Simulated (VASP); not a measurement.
# Si (P2_12_12_1) in VASP: a series of runs

Runs on Si. Level: PBE. Tasks: single point.

Program: VASP 6.6.1. These are calculated values, not measurements. Logs are shortened: lines on timing, memory, paths and dates and some standing lists are left out, and cuts for length are marked.

## 1. The cell of the first run

Symmetry: P2_12_12_1, No. 19, orthorhombic system. The conventional cell has a = 3.771 Å, b = 3.771 Å, c = 5.333 Å, α = 90.00°, β = 90.00°, γ = 90.00°. Within 3.1 Å of Si (site symmetry 1) lie 4 Si at 2.31 Å.

## 2. Single point, PBE (atoms displaced along a vibrational mode, the cell strained)

INCAR

```
SYSTEM = Si
PREC = Accurate
ENCUT = 520
EDIFF = 1E-6
ISMEAR = 0
SIGMA = 0.05
LREAL = .FALSE.
LASPH = .TRUE.
NELM = 80
ALGO = Normal
ISIF = 2
LWAVE = .FALSE.
LCHARG = .FALSE.
GGA = PE
NBANDS = 16
```

KPOINTS

```
regular mesh
0
G
  8 8 6
  0 0 0
```

POSCAR

```
Si
1.0
    0.0000000000     -2.6663917402     -2.6663917402
    0.0000000000      2.6663917402     -2.6663917402
    5.3327834804      0.0000000000      0.0000000000
Si
4
Direct
    0.5019786387      0.5072861443      0.0000000000
   -0.0019786387     -0.0072861443      0.5000000000
    1.0019786387      0.4927138557      0.2500000000
    0.4980213613      0.0072861443      0.7500000000
```

Potentials or basis: VASP PAW PBE potentials, release 64 (Si).

Launch:

```bash
> cat potpaw_PBE.64/Si/POTCAR > POTCAR
> mpirun -np 1 vasp_std > vasp.out
```

OUTCAR:

```text
SYSTEM = Si
   PREC = Accurate
   ENCUT = 520
   EDIFF = 1E-6
   ISMEAR = 0
   LREAL = .FALSE.
   LASPH = .TRUE.
   NELM = 80
   ISIF = 2
   GGA = PE

 ion  position               nearest neighbor table
   1  0.502  0.507  0.000-   4 2.31   4 2.31   3 2.31   3 2.31
   2  0.998  0.993  0.500-   3 2.31   3 2.31   4 2.31   4 2.31
   3  0.002  0.493  0.250-   2 2.31   2 2.31   1 2.31   1 2.31
   4  0.498  0.007  0.750-   1 2.31   1 2.31   2 2.31   2 2.31

  LATTYP: Found a simple tetragonal cell.
 ALAT       =     3.7708473616
 C/A-ratio  =     1.4142135624

  Lattice vectors:

 A1 = (   0.0000000000,  -2.6663917402,  -2.6663917402)
 A2 = (   0.0000000000,   2.6663917402,  -2.6663917402)
 A3 = (   5.3327834804,   0.0000000000,   0.0000000000)

Analysis of symmetry for initial positions (statically):
=====================================================================
 Subroutine PRICEL returns:
 Original cell was already a primitive cell.

 Routine SETGRP: Setting up the symmetry group for a
 simple tetragonal supercell.

 Subroutine GETGRP returns: Found  4 space group operations
 (whereof  1 operations were pure point group operations)
 out of a pool of 16 trial point group operations.

The static configuration has the point symmetry C_1 .
 The point group associated with its full space group is D_2 .

Analysis of symmetry for dynamics (positions and initial velocities):
=====================================================================
 Subroutine PRICEL returns:
 Original cell was already a primitive cell.

 Routine SETGRP: Setting up the symmetry group for a
 simple tetragonal supercell.

 Subroutine GETGRP returns: Found  4 space group operations
 (whereof  1 operations were pure point group operations)
 out of a pool of 16 trial point group operations.

The dynamic configuration has the point symmetry C_1 .
 The point group associated with its full space group is D_2 .

 Subroutine INISYM returns: Found  4 space group operations
 (whereof  1 operations are pure point group operations),
 and found     1 'primitive' translations

----------------------------------------------------------------------------------------

                                     Primitive cell

  volume of cell :      75.8284
[... 85 lines left out ...]
   ISTART =      0    job   : 0-new  1-cont  2-samecut
   ICHARG =      2    charge: 1-file 2-atom 10-const
   ISPIN  =      1    spin polarized calculation?
   LNONCOLLINEAR =      F non collinear calculations
   LSORBIT =      F    spin-orbit coupling
   LASPH  =      T    aspherical Exc in radial PAW
   ENCUT  =  520.0 eV  38.22 Ry    6.18 a.u.   7.01  7.01  9.92*2*pi/ulx,y,z
   NELM   =     80;   NELMIN=  2; NELMDL= -5     # of ELM steps
   EDIFF  = 0.1E-05   stopping-criterion for ELM
   LREAL  =      F    real-space projection
[... 7 lines left out ...]
   TEBEG  =    0.0;   TEEND  =   0.0 temperature during run
   PSTRESS=    0.0 pullay stress
   NELECT =      16.0000    total number of electrons
   NUPDOWN=      -1.0000    fix difference up-down
   EMIN   =  10.00;   EMAX   =-10.00  energy-range for DOS
   EFERMI =   0.00;   METHOD = LEGACY
   ISMEAR =     0;   SIGMA  =   0.05  broadening in eV -4-tet -1-fermi 0-gaus
   EFERMI_NEDOS =   21; number of points for ismear=-14 and -15
   IALGO  =     38    algorithm
   IMIX   =      4    mixing-type and parameters
     AMIX     =   0.40;   BMIX     =  1.00
     AMIX_MAG =   1.60;   BMIX_MAG =  1.00
  volume/ion in A,a.u.               =      18.96       127.93
  Fermi-wavevector in a.u.,A,eV,Ry     =   0.974625  1.841774 12.924091  0.949894
  Thomas-Fermi vector in A             =   2.105100
   LORBIT       =      0    0 simple, 1 ext, 2 COOP (PROOUT), +10 PAW based schemes
   GGA     = PE    functional components
   LHFCALC =     F    Hartree Fock is set to
   AEXX    =    0.0000 exact exchange contribution
   IVDW    =     0    specifies the selected vdW correction
   LEPSILON=     F    determine dielectric tensor
   LRPA    =     F    only Hartree local field effects (RPA)
 non-spin polarized calculation
 Gauss-broadening in eV      SIGMA  =   0.05
  energy-cutoff  :      520.00
  volume of cell :       75.83
 maximum number of plane-waves:      2072
   NGX = 15   NGY = 15   NGZ = 19

 number of electron      16.0000001 magnetization

 Free energy of the ion-electron system (eV)
  ---------------------------------------------------
  ext. energy  EPLUGINS =         0.00000000
  ---------------------------------------------------
  free energy    TOTEN  =       -21.55761220 eV

  energy without entropy =      -21.55761220  energy(sigma->0) =      -21.55761220

 E-fermi :   6.6161     XC(G=0):  -9.6252

 val. band max:        6.3950880621   @ k =   0.0000   0.0000   0.0000
 cond. band min:       6.8695357448   @ k =   0.0000   0.0000   0.1667
 fundamental gap:      0.4744476827
 Fermi energy:         6.6160789314

 k-point     1 :       0.0000    0.0000    0.0000
  band No.  band energies     occupation
      1      -5.9492      2.00000
      2      -1.6033      2.00000
      3      -1.6006      2.00000
      4       3.3981      2.00000
      5       3.4000      2.00000
      6       6.3676      2.00000
[... 433 lines left out ...]
      3      -0.5526      2.00000
      4      -0.5526      2.00000
      5       3.2198      2.00000
      6       3.2198      2.00000
[... 8 lines left out ...]
     15      15.9457      0.00000
     16      15.9457      0.00000

 [... further k-points ...]

------------------------ aborting loop because EDIFF is reached ----------------------------------------

  FORCE on cell =-STRESS in cart. coord.  units (eV):
  Direction    XX          YY          ZZ          XY          YZ          ZX
  --------------------------------------------------------------------------------------
  -------------------------------------------------------------------------------------
  Total        3.6922711      3.7245931      3.7245931      0.0000000     -0.0117073      0.0000000
  in kB       78.0139559     78.6968890     78.6968890      0.0000000     -0.2473638      0.0000000
  external PRESSURE =      78.4692446 kB  Pullay stress =       0.0000000 kB

 VOLUME and BASIS-vectors are now :
 -----------------------------------------------------------------------------
  energy-cutoff  :      520.00
  volume of cell :       75.83
      direct lattice vectors                 reciprocal lattice vectors
     0.000000000 -2.666391740 -2.666391740     0.000000000 -0.187519333 -0.187519333
     0.000000000  2.666391740 -2.666391740     0.000000000  0.187519333 -0.187519333
     5.332783480  0.000000000  0.000000000     0.187519333  0.000000000  0.000000000

 POSITION                                       TOTAL-FORCE (eV/Angst)
 -----------------------------------------------------------------------------------
      0.00000      0.01415     -2.69110         0.008018     -0.020849      0.036016
      2.66639     -0.01415     -5.30808         0.008018      0.020849     -0.036016
      1.33320      1.30849     -1.31904        -0.008018      0.036016     -0.020849
      3.99959     -1.30849     -1.34735        -0.008018     -0.036016      0.020849
 -----------------------------------------------------------------------------------
    total drift:                                0.000000     -0.000000      0.000000

  FREE ENERGIE OF THE ION-ELECTRON SYSTEM (eV)
  ---------------------------------------------------
  free  energy   TOTEN  =       -21.5576121952 eV

  energy  without entropy=      -21.5576121952  energy(sigma->0) =      -21.55761220
```

It took 33 s on 1 thread of Intel Xeon 6975P-C (Granite Rapids), shared host; peak memory 0.23 GiB.

Results:

- Free energy: -21.5576 eV
- Pressure: 7.8 GPa
- Largest force: 0.042 eV/Å
- Band gap on the k mesh: 0.47 eV

Forces in eV/Å, atoms in the order of the input:
```
Si   0.008 -0.021  0.036
Si   0.008  0.021 -0.036
Si  -0.008  0.036 -0.021
Si  -0.008 -0.036  0.021
```

Levels at points of the mesh, in eV from the valence-band top:
```tsv
k point	band 4	band 5	band 6	band 7	band 8	band 9	band 10	band 11	band 12	band 13
(0.00, 0.00, 0.00)	-3.00	-3.00	-0.03	0.00	0.00	0.59	0.62	2.58	2.58	2.59
(0.50, 0.00, 0.00)	-5.58	-3.97	-3.97	-1.39	-1.39	2.47	2.47	4.90	4.90	5.26
(0.00, 0.50, 0.00)	-5.58	-3.97	-3.97	-1.39	-1.39	2.47	2.47	4.90	4.90	5.25
(0.50, 0.50, 0.00)	-8.00	-3.00	-3.00	-3.00	-3.00	0.59	0.59	0.59	0.59	10.59
(0.00, 0.00, 0.50)	-3.51	-1.99	-1.99	-1.99	-1.99	1.07	1.07	3.10	3.10	5.93
(0.50, 0.00, 0.50)	-7.23	-1.25	-1.25	-1.24	-1.24	1.73	1.73	3.31	3.31	3.31
(0.00, 0.50, 0.50)	-7.24	-1.25	-1.25	-1.24	-1.24	1.73	1.73	3.31	3.31	3.31
(0.50, 0.50, 0.50)	-7.81	-4.09	-4.09	-4.09	-4.09	4.25	4.25	4.25	4.25	5.19
```

Caveat: the cell differs from its parent crystal (atoms displaced along a vibrational mode, the cell strained); the cell stands under pressure. A k mesh can miss the band edges.

## 3. Single point, PBE (atoms displaced along a vibrational mode, the cell strained)

INCAR

```
  PREC = Accurate
  ENCUT = 520
  EDIFF = 1E-7
  ISMEAR = 0
  SIGMA = 0.05
  LREAL = F
  LASPH = T
  NELM = 80
  ALGO = Normal
  ISIF = 2
  LWAVE = F
  LCHARG = F
  GGA = PE
  NBANDS = 16
```

KPOINTS

```
Automatic mesh
0
Gamma
  8 8 6
```

POSCAR

```
Si
1.0
    0.0000000000     -2.8031297782     -2.8031297782
    0.0000000000      2.8031297782     -2.8031297782
    5.6062595564      0.0000000000      0.0000000000
Si
4
Direct
    0.5019786387      0.5072861443      0.0000000000
   -0.0019786387     -0.0072861443      0.5000000000
    1.0019786387      0.4927138557      0.2500000000
    0.4980213613      0.0072861443      0.7500000000
```

Potentials or basis: VASP PAW PBE potentials, release 64 (Si).

Launch:

```bash
> cat potpaw_PBE.64/Si/POTCAR > POTCAR
> mpirun -np 1 vasp_std > vasp.out
```

It took 1.9 min on 1 thread of Intel Xeon Platinum 8259CL at 2.50GHz (Skylake/Cascade Lake), shared host; peak memory 0.24 GiB.

It converged, with:

| Quantity | Value |
| --- | --- |
| Free energy | -21.5738 eV |
| Pressure | -5.7 GPa |
| Largest force | 0.081 eV/Å |
| Band gap on the k mesh | 0.73 eV |

Forces on the atoms (eV/Å):
```
Si   0.006 -0.040  0.070
Si   0.006  0.040 -0.070
Si  -0.006  0.070 -0.040
Si  -0.006 -0.070  0.040
```

Levels at points of the mesh, in eV from the valence-band top:
```csv
k point,band 5,band 6,band 7,band 8,band 9,band 10,band 11,band 12
"(0.00, 0.00, 0.00)",-2.61,-0.02,0.00,0.00,0.88,0.89,2.30,2.52
"(0.50, 0.00, 0.00)",-3.40,-3.40,-1.22,-1.22,2.36,2.36,4.59,4.59
"(0.00, 0.50, 0.00)",-3.40,-3.40,-1.22,-1.22,2.36,2.36,4.59,4.59
"(0.50, 0.50, 0.00)",-2.61,-2.61,-2.61,-2.61,0.88,0.88,0.88,0.88
"(0.00, 0.00, 0.50)",-1.72,-1.72,-1.72,-1.72,1.21,1.21,3.09,3.09
"(0.50, 0.00, 0.50)",-1.12,-1.12,-1.11,-1.11,1.20,1.20,3.36,3.36
"(0.00, 0.50, 0.50)",-1.12,-1.12,-1.11,-1.11,1.20,1.20,3.36,3.36
"(0.50, 0.50, 0.50)",-3.46,-3.46,-3.46,-3.46,4.26,4.26,4.26,4.26
```

Caveat: the cell differs from its parent crystal (atoms displaced along a vibrational mode, the cell strained); the cell stands under tension. A k mesh can miss the band edges.
